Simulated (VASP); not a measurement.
Here is a VASP 6.6.1 calculation.

File INCAR:

```
SYSTEM = NaB5
ALGO = Normal
EDIFF = 1E-6
ENCUT = 520
GGA = PE
ISIF = 2
ISMEAR = 0
LASPH = .TRUE.
LCHARG = .FALSE.
LREAL = .FALSE.
LWAVE = .FALSE.
NBANDS = 20
NELM = 100
PREC = Accurate
SIGMA = 0.1
```

The input KPOINTS:

```
k-points
0
G
  6 6 6
  0 0 0
```

File POSCAR:

```
NaB5
1.0
    4.3753274783     -0.0000000028      0.0000000000
   -2.1876637367      3.7891447475      0.0000000000
    0.0000000000      0.0000000000      2.8591011272
Na B
1 5
Direct
    0.0000000000      0.0000000000      0.0000000000
    0.3333333333      0.6666666667      0.0000000000
    0.6666666667      0.3333333333      0.0000000000
    0.5000000000      0.0000000000      0.5000000000
    0.5000000000      0.5000000000      0.5000000000
    0.0000000000      0.5000000000      0.5000000000
```

Potentials or basis: VASP PAW PBE potentials, release 64 (Na_pv, B).

Run with:

```bash
$ cat potpaw_PBE.64/Na_pv/POTCAR potpaw_PBE.64/B/POTCAR > POTCAR
$ mpirun -np 1 vasp_std > vasp.out
```

Problem. Estimate the pressure.

Solution. 0.0 GPa.

Problem. Estimate the band gap on the k mesh.

Solution. Zero (band 11 reaches 9.29 eV, above the bottom of band 12 at 5.12 eV).

Stress tensor (GPa, compression positive):
```
-0.15  0.00  0.00
 0.00 -0.15  0.00
 0.00  0.00  0.14
```

Caveat: the k points lie up to 0.37 Å⁻¹ apart.
